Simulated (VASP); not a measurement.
Here is a VASP 6.6.1 calculation.

INCAR

```
SYSTEM = Se
PREC = Accurate
ENCUT = 520
EDIFF = 1E-6
ISMEAR = -1
SIGMA = 0.1
LREAL = .FALSE.
LASPH = .TRUE.
NELM = 100
ALGO = Normal
ISIF = 2
LWAVE = .FALSE.
LCHARG = .FALSE.
NBANDS = 13
```

File KPOINTS:

```
Automatic mesh
0
G
  10 10 10
  0 0 0
```

POSCAR

```
Se
1.0
    0.0000000000      3.1246706062      3.1246706062
    3.1246706062      0.0000000000      3.1246706062
    3.1246706062      3.1246706062      0.0000000000
Se
2
Direct
    0.1250000000      0.1250000000      0.1250000000
    0.8750000000      0.8750000000      0.8750000000
```

Potentials or basis: VASP PAW LDA potentials, release 64 (Se).

Launch:

```sh
$ cat potpaw_LDA.64/Se/POTCAR > POTCAR
$ mpirun -np 1 vasp_std > vasp.out
```

Question: What does it give for the band gap on the k mesh?

Answer: Zero (bands 6 and 7 overlap by 1.09 eV).

Question: Estimate the pressure.

Answer: -1.6 GPa.
